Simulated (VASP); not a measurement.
MgO:

```
Mg O
1.0
     2.20400    2.12751   -0.03116
     2.01712   -2.00296    4.32122
     2.22329   -2.08447   -4.46506
Mg O
4 4
Direct
  0.93994 0.02736 0.00395
  0.50097 0.47540 0.00835
  0.47961 0.03340 0.48539
  0.05870 0.50810 0.49759
  0.05071 0.22106 0.72718
  0.48852 0.75462 0.75942
  0.50745 0.23453 0.27656
  0.97409 0.74552 0.24157
```

- Program: VASP 6.6.1
- Task: relaxation of cell and atoms
- Functional: PBE
- Potentials or basis: VASP PAW PBE potentials, release 64 (Mg, O)
- Cutoff: 600 eV
- k mesh: 4 × 4 × 4
- Occupations: gaussian, width 0.1 eV
- Spin: no spin polarisation

At the start: pressure 3.2 GPa; volume 9.89 Å³/atom.

Task: Where does the relaxation end?

Result: Over 12 steps the energy falls by 230.5 meV/atom and the volume is 9.56 Å³/atom (-3.4 %); space group Fm-3m (No. 225, to 0.05 Å).

Step by step:
```tsv
step	energy change (eV)	largest force (eV/Å)	pressure (GPa)	volume (Å³)
1	0.0000	4.6098	3.19	79.16
2	-1.3746	1.7683	-6.41	81.37
3	-1.4326	1.2554	-5.80	80.94
4	-1.7029	0.8622	-0.21	77.07
5	-1.7339	0.6708	2.98	75.35
6	-1.8185	0.3069	0.65	76.21
7	-1.8275	0.3353	-0.21	76.61
8	-1.8418	0.0992	-0.24	76.60
9	-1.8418	0.1047	-0.24	76.60
10	-1.8435	0.0332	0.12	76.42
11	-1.8435	0.0401	0.20	76.37
12	-1.8438	0.0197	-0.05	76.50
```

Final structure:
```
CELL_PARAMETERS angstrom
2.12293 2.12397 -0.00094
2.12363 -2.12219 4.24243
2.12051 -2.12210 -4.24537
ATOMIC_POSITIONS crystal
Mg 0.99992 0.99996 0.99997
Mg 0.49953 0.49974 0.00011
Mg 0.50037 0.00012 0.49997
Mg 0.00009 0.50015 0.50006
O 0.99969 0.24988 0.74995
O 0.49994 0.74993 0.75011
O 0.50004 0.25020 0.24985
O 0.00042 0.75003 0.24999
```

Caveat: the k points lie up to 0.52 Å⁻¹ apart in the final cell.
